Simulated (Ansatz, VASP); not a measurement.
**BP in VASP and in Ansatz**

```
B P
1.0
     0.00000    2.24631    2.26900
     2.24631    0.00000    2.26900
     2.24631    2.24631    0.00000
B P
1 1
Direct
  0.00000 0.00000 0.00000
  0.75000 0.75000 0.75000
```

Change from the starting cell: strain -0.0100 x Voigt [1, 1, 0, 0, 0, 0], atoms carried along.

Alike in both runs: task single point; functional PBE; k mesh 10 × 10 × 10; occupations gaussian, width 0.05 eV; no spin polarisation.

|  | VASP | Ansatz |
| --- | --- | --- |
| version | VASP 6.6.1 | Ansatz 0.2.0 |
| potentials or method | VASP PAW PBE potentials, release 64 (B, P), cutoff 520 eV | scalar-relativistic, plane waves, PAW |
| valence electrons in the cell | 8 | 8 |

```tsv
	VASP	Ansatz	Ansatz less VASP
gap on the k mesh at the Fermi level (eV)	1.14	1.14	+0.004
least direct gap on the mesh (eV)	3.38	3.38	+0.004
pressure (GPa)	4.3	4.6	+0.26
traceless stress, the component that is largest in VASP (GPa)	-1.85	-1.85	+0.003
```
